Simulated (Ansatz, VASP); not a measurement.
**AlAs: VASP beside Ansatz**

```xyz
2
Lattice="2.7171 2.7171 0.0000 -2.7171 2.7171 0.0000 0.0000 2.7171 2.7171" Properties=species:S:1:pos:R:3 pbc="T T T"
Al    0.0000    0.0000    0.0000
As    1.3586    4.0757    1.3586
```

Alike in both runs: task single point; functional LDA; k mesh 8 × 8 × 8; no spin polarisation.

|  | VASP | Ansatz |
| --- | --- | --- |
| version | VASP 6.6.1 | Ansatz 0.2.0 |
| potentials or method | VASP PAW LDA potentials, release 64 (Al, As), cutoff 500 eV | all-electron LAPW, scalar-relativistic |
| occupations | gaussian, width 0.01 eV | fixed |

```tsv
	VASP	Ansatz	Ansatz less VASP
gap on the k mesh at the Fermi level (eV)	1.11	1.13	+0.017
pressure (GPa)	10.5	9.9	-0.61
```

LDA's correlation is that of Perdew and Zunger in VASP and of Perdew and Wang (1992) in Ansatz. Ansatz ran all-electron here, and VASP with PAW potentials.
